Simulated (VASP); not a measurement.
Write the native input for VASP 6.6.1 that does the following.

* Task: relaxation of volume and atoms at fixed shape
* Functional: LDA
* Potentials or basis: VASP PAW LDA potentials, release 64 (Cu_sv_GW)
* Cutoff: 820 eV
* k mesh: 11 × 11 × 11
* Occupations: fermi-dirac, width 0.05 eV
* Spin: no spin polarisation
* Dipole correction: no
* Further INCAR settings: ALGO = Normal; EDIFF = 1e-07; IBRION = 2; EDIFFG = -0.01; NSW = 60; ISIF = 8

The structure of Cu lies in POSCAR:

```
Cu
1.0
    0.0000000000      1.8075000000      1.8075000000
    1.8075000000      0.0000000000      1.8075000000
    1.8075000000      1.8075000000      0.0000000000
Cu
1
Direct
    0.0000000000      0.0000000000      0.0000000000
```

The input as run:

INCAR

```
PREC = Accurate
ENCUT = 820
EDIFF = 1E-7
ISMEAR = -1
SIGMA = 0.05
LREAL = F
LASPH = T
NELM = 120
ALGO = Normal
ISIF = 8
LWAVE = F
LCHARG = F
GGA = CA
IBRION = 2
NSW = 60
EDIFFG = -0.01
GGA_COMPAT = F
NELMIN = 4
```

KPOINTS

```
Automatic mesh
0
Gamma
  11 11 11
```

Potentials or basis: VASP PAW LDA potentials, release 64 (Cu_sv_GW).

The run is started by

```sh
$ cat potpaw_LDA.64/Cu_sv_GW/POTCAR > POTCAR
$ mpirun -np 1 vasp_std > vasp.out
```

It gave:

* Relaxed volume: 10.88 Å³/atom
* Relaxed cell: a = 2.487 Å, b = 2.487 Å, c = 2.487 Å, α = 60.00°, β = 60.00°, γ = 60.00°
* Space group after relaxing (to 0.1 Å): Fm-3m (No. 225)
* Energy gained by relaxing: 43.6 meV/atom
* Ionic steps: 3
* Pressure after relaxing: -0.1 GPa
* Band gap on the k mesh: zero (an odd number of electrons rules out a gap without spin polarisation)

Run time: 29 s on 1 thread of AMD EPYC 9R45 96-Core Processor (Zen 5), with other jobs on the host, peak memory 0.13 GiB.
